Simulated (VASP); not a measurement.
# CdS (P3m1) in VASP: further runs, part 2 of 2

VASP 6.6.1.

## (3) Single point, PBE+D4

This run uses another cell than the first one, of 28.10 Å³/atom.

Contents of INCAR:

```
SYSTEM = CdS
PREC = Accurate
ENCUT = 630
EDIFF = 1E-6
ISMEAR = -1
SIGMA = 0.05
LREAL = .FALSE.
LASPH = .TRUE.
NELM = 120
ALGO = Normal
ISIF = 2
LWAVE = .FALSE.
LCHARG = .TRUE.
GGA = PE
IVDW = 13
LELF = .TRUE.
LVHAR = .TRUE.
NBANDS = 20
GGA_COMPAT = .FALSE.
```

Contents of KPOINTS:

```
Automatic mesh
0
G
  7 7 5
  0 0 0
```

Contents of POSCAR:

```
CdS
1.0
    4.1055881227      0.0000000000      0.0000000000
   -2.0527940614      3.5555436118      0.0000000000
    0.0000000000      0.0000000000      3.8501630455
Cd S
1 1
Direct
    0.0000000000      0.0000000000      0.5268980186
    0.6666666667      0.3333333333      0.3501019814
```

Potentials or basis: VASP PAW PBE potentials, release 64 (Cd_sv_GW, S).

Command:

```bash
cat potpaw_PBE.64/Cd_sv_GW/POTCAR potpaw_PBE.64/S/POTCAR > POTCAR
mpirun -np 1 vasp_std > vasp.out
```

OUTCAR:

```text
SYSTEM = CdS
   PREC = Accurate
   ENCUT = 630
   EDIFF = 1E-6
   ISMEAR = -1
   LREAL = .FALSE.
   LASPH = .TRUE.
   NELM = 120
   ISIF = 2
   GGA = PE
   IVDW = 13

 ion  position               nearest neighbor table
   1  0.000  0.000  0.527-   2 2.47   2 2.47   2 2.47
   2  0.667  0.333  0.350-   1 2.47   1 2.47   1 2.47

  LATTYP: Found a hexagonal cell.
 ALAT       =     4.1055881227
 C/A-ratio  =     0.9377859957

  Lattice vectors:

 A1 = (   4.1055881227,   0.0000000000,   0.0000000000)
 A2 = (  -2.0527940614,   3.5555436118,   0.0000000000)
 A3 = (   0.0000000000,   0.0000000000,   3.8501630455)

Analysis of symmetry for initial positions (statically):
=====================================================================
 Subroutine PRICEL returns:
 Original cell was already a primitive cell.

 Routine SETGRP: Setting up the symmetry group for a
 hexagonal supercell.

 Subroutine GETGRP returns: Found  6 space group operations
 (whereof  6 operations were pure point group operations)
 out of a pool of 24 trial point group operations.

The static configuration has the point symmetry C_3v.

Analysis of symmetry for dynamics (positions and initial velocities):
=====================================================================
 Subroutine PRICEL returns:
 Original cell was already a primitive cell.

 Routine SETGRP: Setting up the symmetry group for a
 hexagonal supercell.

 Subroutine GETGRP returns: Found  6 space group operations
 (whereof  6 operations were pure point group operations)
 out of a pool of 24 trial point group operations.

The dynamic configuration has the point symmetry C_3v.

 Subroutine INISYM returns: Found  6 space group operations
 (whereof  6 operations are pure point group operations),
 and found     1 'primitive' translations

----------------------------------------------------------------------------------------

                                     Primitive cell

[... 106 lines left out ...]
   EFERMI_NEDOS =   21; number of points for ismear=-14 and -15
   IALGO  =     38    algorithm
   IMIX   =      4    mixing-type and parameters
     AMIX     =   0.40;   BMIX     =  1.00
     AMIX_MAG =   1.60;   BMIX_MAG =  1.00
  volume/ion in A,a.u.               =      28.10       189.64
  Fermi-wavevector in a.u.,A,eV,Ry     =   1.266132  2.392643 21.811379  1.603091
  Thomas-Fermi vector in A             =   2.399349
   LORBIT       =      0    0 simple, 1 ext, 2 COOP (PROOUT), +10 PAW based schemes
   GGA     = PE    functional components
   LHFCALC =     F    Hartree Fock is set to
   AEXX    =    0.0000 exact exchange contribution
   IVDW    =    13    specifies the selected vdW correction
   LEPSILON=     F    determine dielectric tensor
   LRPA    =     F    only Hartree local field effects (RPA)
 non-spin polarized calculation
  energy-cutoff  :      630.00
  volume of cell :       56.20
 maximum number of plane-waves:      2085
 NGX is ok and might be reduce to    36
   NGX = 17   NGY = 17   NGZ = 15

 number of electron      26.0000005 magnetization

 Free energy of the ion-electron system (eV)
  ---------------------------------------------------
  ext. energy  EPLUGINS =         0.00000000
  ---------------------------------------------------
  free energy    TOTEN  =        -5.62545169 eV

  energy without entropy =       -5.62544923  energy(sigma->0) =       -5.62545046

 E-fermi :   2.4861     XC(G=0):  -8.6579

 val. band max:        1.9501155692   @ k =   0.2857   0.2857   0.0000
 cond. band min:       2.8953570838   @ k =   0.0000   0.0000   0.0000
 fundamental gap:      0.9452415145
 Fermi energy:         2.4860753472

 k-point     1 :       0.0000    0.0000    0.0000
  band No.  band energies     occupation
      1     -99.6546      2.00000
      2     -60.7891      2.00000
      3     -60.6761      2.00000
      4     -60.6761      2.00000
      5     -10.1679      2.00000
      6      -5.9936      2.00000
[... 541 lines left out ...]
     19      12.3852      0.00000
     20      14.2958      0.00000

 [... further k-points ...]

------------------------ aborting loop because EDIFF is reached ----------------------------------------

  DFT-D4 for vdW energy calculation

  Edisp (eV):   -0.54914

  FORCE on cell =-STRESS in cart. coord.  units (eV):
  Direction    XX          YY          ZZ          XY          YZ          ZX
  --------------------------------------------------------------------------------------
  -------------------------------------------------------------------------------------
  Total      -0.04421    -0.04421    -0.04163     0.00000     0.00000     0.00000
  in kB      -1.26032    -1.26032    -1.18682     0.00000     0.00000     0.00000
  external pressure =       -1.24 kB  Pullay stress =        0.00 kB

 VOLUME and BASIS-vectors are now :
 -----------------------------------------------------------------------------
  energy-cutoff  :      630.00
  volume of cell :       56.20
      direct lattice vectors                 reciprocal lattice vectors
     4.105588123  0.000000000  0.000000000     0.243570463  0.140625472  0.000000000
    -2.052794061  3.555543612  0.000000000     0.000000000  0.281250945  0.000000000
     0.000000000  0.000000000  3.850163045     0.000000000  0.000000000  0.259729260

 POSITION                                       TOTAL-FORCE (eV/Angst)
 -----------------------------------------------------------------------------------
      0.00000      0.00000      2.02864        -0.000000      0.000000      0.003819
      2.05279      1.18518      1.34795         0.000000      0.000000     -0.003819
 -----------------------------------------------------------------------------------
    total drift:                                0.000000     -0.000000     -0.001289

  FREE ENERGIE OF THE ION-ELECTRON SYSTEM (eV)
  ---------------------------------------------------
  free  energy   TOTEN  =        -6.1745943194 eV

  energy  without entropy=       -6.1745918580  energy(sigma->0) =       -6.17459309
```

OSZICAR:

```text
N       E                     dE             d eps       ncg     rms          rms(c)
DAV:   1     0.421180280206E+03    0.42118E+03   -0.17836E+04  1496   0.169E+03
DAV:   2     0.369985408309E+02   -0.38418E+03   -0.35452E+03  1292   0.576E+02
DAV:   3    -0.423597833819E+01   -0.41235E+02   -0.40733E+02  1892   0.219E+02
DAV:   4    -0.629141774588E+01   -0.20554E+01   -0.20531E+01  1744   0.503E+01
DAV:   5    -0.639740705042E+01   -0.10599E+00   -0.10598E+00  1948   0.107E+01    0.200E+01
DAV:   6    -0.565475811282E+01    0.74265E+00   -0.18967E+00  2084   0.228E+01    0.154E+01
DAV:   7    -0.563377305068E+01    0.20985E-01   -0.55971E-01  1948   0.640E+00    0.593E+00
DAV:   8    -0.562560644342E+01    0.81666E-02   -0.71968E-02  1908   0.361E+00    0.444E-01
DAV:   9    -0.562526038013E+01    0.34606E-03   -0.57127E-03  2016   0.161E+00    0.146E-01
DAV:  10    -0.562540802492E+01   -0.14764E-03   -0.31039E-04  1456   0.160E-01    0.690E-02
DAV:  11    -0.562544942409E+01   -0.41399E-04   -0.69961E-05  1764   0.993E-02    0.218E-02
DAV:  12    -0.562545026338E+01   -0.83930E-06   -0.10900E-05  1640   0.453E-02    0.716E-03
DAV:  13    -0.562545165015E+01   -0.13868E-05   -0.30266E-06  1324   0.192E-02    0.208E-03
DAV:  14    -0.562545169350E+01   -0.43356E-07   -0.15349E-07  1016   0.902E-03
   1 F= -.61745943E+01 E0= -.61745931E+01  d E =-.246141E-05
```

stdout:

```text
POSCAR found type information on POSCAR CdS
 POSCAR found :  2 types and       2 ions
 scaLAPACK will be used
 LDA part: xc-table for (Slater+PW92), standard interpolation
 POSCAR, INCAR and KPOINTS ok, starting setup
 FFT: planning ... GRIDC
 FFT: planning ... GRID_SOFT
 FFT: planning ... GRID
 WAVECAR not read
 entering main loop
```

Run time: 67 s. Hardware: 1 thread of AMD EPYC 7R43 (Zen 3), shared host; peak memory 0.19 GiB.

Results:

```yaml
Free_energy: -6.1746 eV
Pressure: -0.1 GPa
Largest_force: 0.004 eV/Å
Band_gap_on_the_k_mesh: 0.95 eV (least direct gap 1.24 eV)
Dispersion_energy_per_atom: -0.275 eV
```

Forces on the atoms (eV/Å):
```
Cd   0.000  0.000  0.004
S    0.000  0.000 -0.004
```

Levels at points of the mesh, in eV from the valence-band top:
| k point | band 9 | band 10 | band 11 | band 12 | band 13 | band 14 | band 15 | band 16 | band 17 | band 18 |
| --- | --- | --- | --- | --- | --- | --- | --- | --- | --- | --- |
| (0.00, 0.00, 0.00) | -7.45 | -7.45 | -0.71 | -0.30 | -0.30 | 0.95 | 5.89 | 6.56 | 6.56 | 10.42 |

A k mesh can miss the band edges.

## (4) Single point, PBE+D3(BJ)

This run uses another cell than the first one, of 28.16 Å³/atom.

Contents of INCAR:

```
PREC = Accurate ; ENCUT = 630
EDIFF = 1E-6 ; ISMEAR = -1
SIGMA = 0.05 ; LREAL = False
LASPH = True ; NELM = 120
ALGO = Normal ; ISIF = 2
LWAVE = False ; LCHARG = False
GGA = PE ; IVDW = 12
NBANDS = 20 ; GGA_COMPAT = False
```

Contents of KPOINTS:

```
Automatic mesh
0
Gamma
  7 7 5
```

Contents of POSCAR:

```
CdS
1.0
    4.1068484233      0.0000000000      0.0000000000
   -2.0534242117      3.5566350641      0.0000000000
    0.0000000000      0.0000000000      3.8556927171
Cd S
1 1
Direct
    0.0000000000      0.0000000000      0.5265989710
    0.6666666667      0.3333333333      0.3504010290
```

Potentials or basis: VASP PAW PBE potentials, release 64 (Cd_sv_GW, S).

Command:

```bash
cat potpaw_PBE.64/Cd_sv_GW/POTCAR potpaw_PBE.64/S/POTCAR > POTCAR
mpirun -np 1 vasp_std > vasp.out
```

OUTCAR:

```text
PREC = Accurate
   ENCUT = 630
   EDIFF = 1E-6
   ISMEAR = -1
   LREAL = False
   LASPH = True
   NELM = 120
   ISIF = 2
   GGA = PE
   IVDW = 12
 IVDW          = 12

 ion  position               nearest neighbor table
   1  0.000  0.000  0.527-   2 2.47   2 2.47   2 2.47
   2  0.667  0.333  0.350-   1 2.47   1 2.47   1 2.47

  LATTYP: Found a hexagonal cell.
 ALAT       =     4.1068484233
 C/A-ratio  =     0.9388446613

  Lattice vectors:

 A1 = (   4.1068484233,   0.0000000000,   0.0000000000)
 A2 = (  -2.0534242117,   3.5566350641,   0.0000000000)
 A3 = (   0.0000000000,   0.0000000000,   3.8556927171)

Analysis of symmetry for initial positions (statically):
=====================================================================
 Subroutine PRICEL returns:
 Original cell was already a primitive cell.

 Routine SETGRP: Setting up the symmetry group for a
 hexagonal supercell.

 Subroutine GETGRP returns: Found  6 space group operations
 (whereof  6 operations were pure point group operations)
 out of a pool of 24 trial point group operations.

[... 158 lines left out ...]
  free energy    TOTEN  =        -5.62672883 eV

  energy without entropy =       -5.62672647  energy(sigma->0) =       -5.62672765

 E-fermi :   2.4682     XC(G=0):  -8.6471

 val. band max:        1.9299872366   @ k =   0.2857   0.2857   0.0000
 cond. band min:       2.8797231468   @ k =   0.0000   0.0000   0.0000
 fundamental gap:      0.9497359103
 Fermi energy:         2.4681898485

 k-point     1 :       0.0000    0.0000    0.0000
  band No.  band energies     occupation
      1     -99.6694      2.00000
      2     -60.8040      2.00000
      3     -60.6909      2.00000
      4     -60.6909      2.00000
      5     -10.1796      2.00000
      6      -6.0077      2.00000
[... 541 lines left out ...]
     19      12.3646      0.00000
     20      14.2692      0.00000

 [... further k-points ...]

------------------------ aborting loop because EDIFF is reached ----------------------------------------

 Edisp (eV)   -0.53254

 E8    (eV) :    -0.2165

  FORCE on cell =-STRESS in cart. coord.  units (eV):
  Direction    XX          YY          ZZ          XY          YZ          ZX
  --------------------------------------------------------------------------------------
  -------------------------------------------------------------------------------------
  Total      -0.05085    -0.05085    -0.04646     0.00000     0.00000    -0.00000
  in kB      -1.44652    -1.44652    -1.32170     0.00000     0.00000    -0.00000
  external pressure =       -1.40 kB  Pullay stress =        0.00 kB

 VOLUME and BASIS-vectors are now :
 -----------------------------------------------------------------------------
  energy-cutoff  :      630.00
  volume of cell :       56.32
      direct lattice vectors                 reciprocal lattice vectors
     4.106848423  0.000000000  0.000000000     0.243495717  0.140582318  0.000000000
    -2.053424212  3.556635064  0.000000000     0.000000000  0.281164635  0.000000000
     0.000000000  0.000000000  3.855692717     0.000000000  0.000000000  0.259356768

 POSITION                                       TOTAL-FORCE (eV/Angst)
 -----------------------------------------------------------------------------------
      0.00000      0.00000      2.03040         0.000000     -0.000000     -0.000489
      2.05342      1.18555      1.35104        -0.000000      0.000000      0.000489
 -----------------------------------------------------------------------------------
    total drift:                                0.000000     -0.000000     -0.001717

  FREE ENERGIE OF THE ION-ELECTRON SYSTEM (eV)
  ---------------------------------------------------
  free  energy   TOTEN  =        -6.1592704058 eV

  energy  without entropy=       -6.1592680428  energy(sigma->0) =       -6.15926922
```

stdout:

```text
POSCAR found type information on POSCAR CdS
 POSCAR found :  2 types and       2 ions
 scaLAPACK will be used
 LDA part: xc-table for (Slater+PW92), standard interpolation
 POSCAR, INCAR and KPOINTS ok, starting setup
 FFT: planning ... GRIDC
 FFT: planning ... GRID_SOFT
 FFT: planning ... GRID
 WAVECAR not read
 entering main loop
```

Run time: 60 s. Hardware: 1 thread of Intel Xeon Platinum 8259CL at 2.50GHz (Skylake/Cascade Lake), shared host; peak memory 0.24 GiB.

What came out:

```yaml
Free_energy: -6.1593 eV
Pressure: -0.1 GPa
Band_gap_on_the_k_mesh: 0.95 eV (least direct gap 1.24 eV)
Dispersion_energy_per_atom: -0.266 eV
```

Levels at points of the mesh, in eV from the valence-band top:
```csv
k point,band 11,band 12,band 13,band 14,band 15,band 16
"(0.00, 0.00, 0.00)",-0.71,-0.29,-0.29,0.95,5.89,6.57
```

## (5) Summary

```csv
level,potentials or basis,cell,gap on the mesh (eV),pressure (GPa)
LDA,"VASP PAW LDA potentials, release 64 (Cd_sv_GW, S)","a = 4.094, b = 4.094, c = 3.978 Å, angles 90.0, 90.0, 120.0°, 2 atoms, atomic positions A",0.87,0.0
PBE+D4,"VASP PAW PBE potentials, release 64 (Cd_sv_GW, S)","a = 4.106, b = 4.106, c = 3.850 Å, angles 90.0, 90.0, 120.0°, 2 atoms, atomic positions B",0.95,-0.1
PBE+D3(BJ),"VASP PAW PBE potentials, release 64 (Cd_sv_GW, S)","a = 4.107, b = 4.107, c = 3.856 Å, angles 90.0, 90.0, 120.0°, 2 atoms, atomic positions C",0.95,-0.1
```

Alike in all rows: task single point; no spin polarisation; k mesh 7 × 7 × 5; cutoff (eV) 630; smearing fermi-dirac 0.05 eV.

Absolute energies hang on the potentials; compare differences alone.
